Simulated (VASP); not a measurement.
# TiSi16 (a cell with a defect) in VASP: further runs

Runs on TiSi16 (a cell with a defect). Level: PBE. Tasks: single point.

Program: VASP 6.6.1. These are calculated values, not measurements. Logs are shortened: lines on timing, memory, paths and dates and some standing lists are left out, and cuts for length are marked.

## 1. The cell of the first run

The cell holds a defect, 17 atoms: a = 7.679 Å, b = 7.679 Å, c = 7.679 Å, α = 60.00°, β = 60.00°, γ = 60.00°.

## 2. Single point, PBE

INCAR reads:

```
ALGO = Normal ; EDIFF = 1E-6
ENCUT = 520 ; GGA = PE
ISIF = 2 ; ISMEAR = 0
LASPH = True ; LCHARG = True
LELF = True ; LREAL = Auto
LVHAR = True ; LWAVE = False
NBANDS = 52 ; NELM = 100
PREC = Accurate ; SIGMA = 0.02
```

KPOINTS reads:

```
k-points
0
Gamma
  2 2 2
```

POSCAR reads:

```
TiSi16
1.0
    0.0000000000      5.4300000000      5.4300000000
    5.4300000000      0.0000000000      5.4300000000
    5.4300000000      5.4300000000      0.0000000000
Si Ti
16 1
Direct
   -0.0028000781     -0.0036844761      0.0040952261
    0.1230885770      0.1202278131      0.1171290386
   -0.0007667561     -0.0020585828      0.5018634176
    0.1224336511      0.1198089321      0.6409244039
   -0.0011940521      0.5014169952     -0.0051346581
    0.1208227888      0.6341954675      0.1226535607
   -0.0012602817      0.5009763385      0.5056044684
    0.1321329201      0.6239147148      0.6220900567
    0.5035050748     -0.0023294089     -0.0067315120
    0.6354814819      0.1190562083      0.1226735122
    0.5029395049     -0.0023271502      0.5059964980
    0.6257276275      0.1319749893      0.6211457102
    0.5030494778      0.5016187213     -0.0021235098
    0.6251688889      0.6239425455      0.1268689430
    0.5027551522      0.5024261759      0.4974587678
    0.6250465216      0.6238458326      0.6243769304
    0.2493677013      0.2475506840      0.2519753464
```

Potentials or basis: VASP PAW PBE potentials, release 64 (Si, Ti_sv).

Launch:

```console
$ cat potpaw_PBE.64/Si/POTCAR potpaw_PBE.64/Ti_sv/POTCAR > POTCAR
$ mpirun -np 1 vasp_std > vasp.out
```

OUTCAR:

```text
EDIFF = 1E-6
   ENCUT = 520
   GGA = PE
   ISIF = 2
   ISMEAR = 0
   LASPH = True
   LREAL = Auto
   NELM = 100
   PREC = Accurate

 ion  position               nearest neighbor table
   1  0.997  0.996  0.004-  10 2.27   6 2.27   2 2.28   4 2.28
   2  0.123  0.120  0.117-   1 2.28   9 2.39   5 2.39   3 2.41  17 2.44
   3  0.999  0.998  0.502-  12 2.34   8 2.35   4 2.41   2 2.41  17 2.71
   4  0.122  0.120  0.641-   1 2.28  11 2.39   7 2.39   3 2.41  17 2.44
   5  0.999  0.501  0.995-   8 2.34  14 2.34   2 2.39   6 2.40  17 2.76
   6  0.121  0.634  0.123-   1 2.27  13 2.40   5 2.40   7 2.40  17 2.42
   7  0.999  0.501  0.506-   8 2.34  16 2.34   4 2.39   6 2.40  17 2.75
   8  0.132  0.624  0.622-  15 2.32   5 2.34   7 2.34   3 2.35
   9  0.504  0.998  0.993-  12 2.33  14 2.34   2 2.39  10 2.40  17 2.76
  10  0.635  0.119  0.123-   1 2.27  13 2.40   9 2.40  11 2.40  17 2.42
  11  0.503  0.998  0.506-  12 2.34  16 2.34   4 2.39  10 2.40  17 2.76
  12  0.626  0.132  0.621-  15 2.32   9 2.33  11 2.34   3 2.34
  13  0.503  0.502  0.998-  14 2.34  16 2.34   6 2.40  10 2.40  17 2.76
  14  0.625  0.624  0.127-  15 2.32  13 2.34   5 2.34   9 2.34
  15  0.503  0.502  0.497-  12 2.32  14 2.32   8 2.32  16 2.32
  16  0.625  0.624  0.624-  15 2.32  13 2.34   7 2.34  11 2.34
  17  0.249  0.248  0.252-  10 2.42   6 2.42   2 2.44   4 2.44   3 2.71   7 2.75  11 2.76   5 2.76
                            13 2.76   9 2.76

  LATTYP: Found a face centered cubic cell.
 ALAT       =    10.8600000000

  Lattice vectors:

 A1 = (   0.0000000000,   5.4300000000,   5.4300000000)
 A2 = (   5.4300000000,   0.0000000000,   5.4300000000)
 A3 = (   5.4300000000,   5.4300000000,   0.0000000000)

Analysis of symmetry for initial positions (statically):
=====================================================================
 Subroutine PRICEL returns:
 Original cell was already a primitive cell.

 Routine SETGRP: Setting up the symmetry group for a
 face centered cubic supercell.

 Subroutine GETGRP returns: Found  1 space group operations
 (whereof  1 operations were pure point group operations)
 out of a pool of 48 trial point group operations.

The static configuration has the point symmetry C_1 .

Analysis of symmetry for dynamics (positions and initial velocities):
=====================================================================
 Subroutine PRICEL returns:
 Original cell was already a primitive cell.

 Routine SETGRP: Setting up the symmetry group for a
 face centered cubic supercell.

 Subroutine GETGRP returns: Found  1 space group operations
 (whereof  1 operations were pure point group operations)
[... 124 lines left out ...]
   TEBEG  =    0.0;   TEEND  =   0.0 temperature during run
   PSTRESS=    0.0 pullay stress
   NELECT =      76.0000    total number of electrons
   NUPDOWN=      -1.0000    fix difference up-down
   EMIN   =  10.00;   EMAX   =-10.00  energy-range for DOS
   EFERMI =   0.00;   METHOD = LEGACY
   ISMEAR =     0;   SIGMA  =   0.02  broadening in eV -4-tet -1-fermi 0-gaus
   EFERMI_NEDOS =   21; number of points for ismear=-14 and -15
   IALGO  =     38    algorithm
   IMIX   =      4    mixing-type and parameters
     AMIX     =   0.40;   BMIX     =  1.00
     AMIX_MAG =   1.60;   BMIX_MAG =  1.00
  volume/ion in A,a.u.               =      18.84       127.11
  Fermi-wavevector in a.u.,A,eV,Ry     =   1.013607  1.915439 13.978610  1.027399
  Thomas-Fermi vector in A             =   2.146786
   LORBIT       =      0    0 simple, 1 ext, 2 COOP (PROOUT), +10 PAW based schemes
   GGA     = PE    functional components
   LHFCALC =     F    Hartree Fock is set to
   AEXX    =    0.0000 exact exchange contribution
   IVDW    =     0    specifies the selected vdW correction
   LEPSILON=     F    determine dielectric tensor
   LRPA    =     F    only Hartree local field effects (RPA)
 non-spin polarized calculation
 Gauss-broadening in eV      SIGMA  =   0.02
  energy-cutoff  :      520.00
  volume of cell :      320.21
 maximum number of plane-waves:      8646
 NGX is ok and might be reduce to    60
   NGX = 29   NGY = 29   NGZ = 29

 number of electron      75.9999999 magnetization

 Free energy of the ion-electron system (eV)
  ---------------------------------------------------
  ext. energy  EPLUGINS =         0.00000000
  ---------------------------------------------------
  free energy    TOTEN  =       -92.20397424 eV

  energy without entropy =      -92.20042206  energy(sigma->0) =      -92.20219815

 E-fermi :   6.9162     XC(G=0):  -9.7517

 val. band max:        6.9086841654   @ k =   0.0000   0.5000   0.0000
 cond. band min:       6.9193517283   @ k =   0.5000   0.0000   0.0000
 fundamental gap:      0.0106675628
 Fermi energy:         6.9162349113

 k-point     1 :       0.0000    0.0000    0.0000
  band No.  band energies     occupation
      1     -49.8862      2.00000
      2     -26.2746      2.00000
      3     -26.2568      2.00000
      4     -26.2426      2.00000
      5      -5.7204      2.00000
      6      -3.5124      2.00000
[... 413 lines left out ...]
     49       9.8740      0.00000
     50      10.5301      0.00000
 [bands above 50 left out]

------------------------ aborting loop because EDIFF is reached ----------------------------------------

  FORCE on cell =-STRESS in cart. coord.  units (eV):
  Direction    XX          YY          ZZ          XY          YZ          ZX
  --------------------------------------------------------------------------------------
  -------------------------------------------------------------------------------------
  Total        7.9081403      7.9305906      8.2436913      0.2207247      0.0670252     -0.0576050
  in kB       39.5690354     39.6813674     41.2479929      1.1044144      0.3353660     -0.2882316
  external PRESSURE =      40.1661319 kB  Pullay stress =       0.0000000 kB

 VOLUME and BASIS-vectors are now :
 -----------------------------------------------------------------------------
  energy-cutoff  :      520.00
  volume of cell :      320.21
      direct lattice vectors                 reciprocal lattice vectors
     0.000000000  5.430000000  5.430000000    -0.092081031  0.092081031  0.092081031
     5.430000000  0.000000000  5.430000000     0.092081031 -0.092081031  0.092081031
     5.430000000  5.430000000  0.000000000     0.092081031  0.092081031 -0.092081031

 POSITION                                       TOTAL-FORCE (eV/Angst)
 -----------------------------------------------------------------------------------
      5.43223      5.43703     10.82479        -0.002831     -0.001064     -0.000149
      1.28885      1.30438      1.32121         0.001767     -0.004752     -0.005229
      8.14394      8.15095     10.84466        -0.002677     -0.002947      0.003597
      4.13078      4.14503      1.31538         0.004628      0.001434     -0.001150
      8.12481     10.82564      8.14621        -0.004402     -0.001911     -0.000947
      4.10969      1.32208      4.09975         0.006328     -0.004200      0.007275
[... 9 lines left out ...]
      6.77785      6.78437      6.78149         0.004016      0.001930      0.003283
      2.71243      2.72229      2.69827         0.001060      0.010856     -0.013108
 -----------------------------------------------------------------------------------
    total drift:                                0.003984      0.013827     -0.008700

  FREE ENERGIE OF THE ION-ELECTRON SYSTEM (eV)
  ---------------------------------------------------
  free  energy   TOTEN  =       -92.2039742396 eV

  energy  without entropy=      -92.2004220622  energy(sigma->0) =      -92.20219815
```

stdout:

```text
POSCAR found type information on POSCAR SiTi
 POSCAR found :  2 types and      17 ions
 scaLAPACK will be used
 LDA part: xc-table for (Slater+PW92), standard interpolation
 POSCAR, INCAR and KPOINTS ok, starting setup
 FFT: planning ... GRIDC
 FFT: planning ... GRID_SOFT
 FFT: planning ... GRID
 WAVECAR not read
 entering main loop
```

Wall time 3.5 min (1 thread of Intel Xeon 6975P-C (Granite Rapids), shared host); peak memory 0.5 GiB.

What came out:

* Free energy: -92.2040 eV
* Pressure: 4.0 GPa
* Largest force: 0.017 eV/Å
* Band gap on the k mesh: zero (bands 38 and 39 overlap by 0.40 eV)

Forces on the atoms (eV/Å):
```
Si  -0.003 -0.001  0.000
Si   0.002 -0.005 -0.005
Si  -0.003 -0.003  0.004
Si   0.005  0.001 -0.001
Si  -0.004 -0.002 -0.001
Si   0.006 -0.004  0.007
Si   0.001  0.001 -0.001
Si   0.000  0.000 -0.001
Si  -0.002  0.000 -0.001
Si  -0.002  0.006  0.007
Si  -0.002  0.001  0.000
Si   0.001 -0.002 -0.002
Si  -0.001 -0.002  0.001
Si  -0.002 -0.003  0.003
Si  -0.001  0.000  0.001
Si   0.004  0.002  0.003
Ti   0.001  0.011 -0.013
```

Levels at points of the mesh, in eV from the Fermi level:
```
           k point  band 36  band 37  band 38  band 39  band 40  band 41
(0.00, 0.00, 0.00)    -0.97    -0.42    -0.39    -0.36    -0.11    -0.06
(0.50, 0.00, 0.00)    -1.35    -0.28     0.00     0.07     0.45     0.48
(0.00, 0.50, 0.00)    -1.35    -0.28    -0.01     0.07     0.45     0.47
(0.00, 0.00, 0.50)    -1.35    -0.25     0.04     0.06     0.45     0.45
(0.50, 0.50, 0.50)    -1.35    -0.25     0.04     0.07     0.45     0.46
(0.50, 0.50, 0.00)    -1.88    -0.70    -0.02     0.57     0.62     1.11
(0.00, 0.50, 0.50)    -1.86    -0.69    -0.03     0.57     0.58     1.12
(0.50, 0.00, 0.50)    -1.86    -0.69    -0.02     0.57     0.58     1.12
```

Caveat: the k points lie up to 0.50 Å⁻¹ apart.

## 3. Single point, PBE

INCAR reads:

```
SYSTEM = TiSi16
  PREC = Accurate
  ENCUT = 520
  EDIFF = 1E-6
  ISMEAR = 0
  SIGMA = 0.02
  LREAL = Auto
  LASPH = .True.
  NELM = 80
  ALGO = Normal
  ISIF = 2
  LWAVE = .False.
  LCHARG = .True.
  GGA = PE
  LELF = .True.
  LVHAR = .True.
  NBANDS = 52
```

KPOINTS reads:

```
regular mesh
0
Gamma
  2 2 2
  0 0 0
```

POSCAR reads:

```
TiSi16
1.0
    0.0000000000      5.4300000000      5.4300000000
    5.4300000000      0.0000000000      5.4300000000
    5.4300000000      5.4300000000      0.0000000000
Si Ti
16 1
Direct
    0.0010284140     -0.0018977264      0.0002221957
    0.1233605727      0.1271284220      0.1224579988
   -0.0093316576      0.0023094887      0.5047470949
    0.1235919031      0.1303144720      0.6266276984
    0.0010350231      0.5007186131      0.0002126089
    0.1226037357      0.6274430915      0.1225776242
    0.0009134017      0.5029482391      0.4932328474
    0.1235768128      0.6195146034      0.6266290890
    0.5060476441      0.0021220891     -0.0102379494
    0.6271948432      0.1318841179      0.1219849338
    0.5047583252      0.0082432973      0.5025081116
    0.6286928898      0.1216362014      0.6281127754
    0.4930519445      0.5038967323     -0.0007751751
    0.6272045760      0.6189982610      0.1219827196
    0.5047367469      0.4845593193      0.5025102597
    0.6268793007      0.6236931978      0.6257952468
    0.3773755541     -0.1266459194      0.3759758502
```

Potentials or basis: VASP PAW PBE potentials, release 64 (Si, Ti_sv).

Launch:

```console
$ cat potpaw_PBE.64/Si/POTCAR potpaw_PBE.64/Ti_sv/POTCAR > POTCAR
$ mpirun -np 1 vasp_std > vasp.out
```

Run time: 3.2 min. Hardware: 1 thread of Intel Xeon 6975P-C (Granite Rapids), shared host; peak memory 0.5 GiB.

The run converged. Its results:

* Free energy: -92.2044 eV
* Pressure: 4.0 GPa
* Largest force: 0.016 eV/Å
* Band gap on the k mesh: zero (bands 38 and 39 overlap by 0.40 eV)

Forces on the atoms (eV/Å):
```
Si   0.011  0.005  0.002
Si  -0.003 -0.010  0.003
Si  -0.007  0.004  0.008
Si  -0.009  0.007 -0.001
Si  -0.002  0.005 -0.011
Si   0.001 -0.008  0.000
Si  -0.003 -0.008  0.003
Si   0.001  0.006  0.009
Si   0.007  0.003 -0.007
Si  -0.008  0.010 -0.009
Si  -0.005 -0.005 -0.004
Si   0.002  0.001 -0.002
Si   0.006 -0.001 -0.006
Si   0.009  0.010  0.008
Si   0.004 -0.005  0.005
Si  -0.001 -0.003  0.001
Ti  -0.003 -0.011  0.003
```

Stress tensor (GPa, compression positive):
```
 3.95  0.03  0.12
 0.03  4.14 -0.03
 0.12 -0.03  3.95
```

Levels at points of the mesh, in eV from the Fermi level:
```
           k point  band 35  band 36  band 37  band 38  band 39  band 40  band 41  band 42
(0.00, 0.00, 0.00)    -0.98    -0.97    -0.42    -0.39    -0.36    -0.12    -0.05     0.27
(0.50, 0.00, 0.00)    -1.35    -1.35    -0.27    -0.01     0.07     0.45     0.47     0.85
(0.00, 0.50, 0.00)    -1.36    -1.34    -0.25     0.05     0.07     0.45     0.46     0.80
(0.00, 0.00, 0.50)    -1.35    -1.35    -0.28     0.00     0.08     0.45     0.48     0.85
(0.50, 0.50, 0.50)    -1.36    -1.34    -0.25     0.05     0.07     0.45     0.46     0.80
(0.50, 0.50, 0.00)    -1.99    -1.86    -0.68    -0.02     0.57     0.59     1.12     1.35
(0.00, 0.50, 0.50)    -1.99    -1.86    -0.68    -0.02     0.57     0.59     1.12     1.35
(0.50, 0.00, 0.50)    -1.98    -1.88    -0.70    -0.02     0.57     0.62     1.11     1.33
```

Caveat: the k points lie up to 0.50 Å⁻¹ apart.

(Continued in part 2 of 2.)
